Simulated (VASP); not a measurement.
Runs of VASP 6.6.1 on Sc. The structure is that of space group Fm-3m (No. 225), or close to it. The cells are those of the table. 

```csv
task,cell,cutoff (eV),gap on the mesh (eV),pressure (GPa)
relaxation of cell and atoms,"relaxed to 89 GPa from a = 2.623 Å, angles 60.0°, 1 atom",600,none,89.0
single point,"a = 2.623 Å, angles 60.0°, 1 atom",520,none,90.2
single point,"a = 2.624 Å, angles 60.0°, 1 atom",520,none,(a)
relaxation of cell and atoms,"relaxed to 89 GPa from a = 2.624 Å, angles 60.0°, 1 atom",600,none,89.0
```

Alike in all rows: level PBE; potentials or basis VASP PAW PBE potentials, release 64 (Sc_sv); no spin polarisation; k mesh 18 × 18 × 18; smearing fermi-dirac 0.1 eV.

Problem. Estimate the missing entries.

Solution. (a) 90.0.

Caveats: the cell is relaxed towards a set pressure, so the enthalpy falls and the energy may rise (some runs).

A gap of «none» marks levels without a gap at the run's occupations.
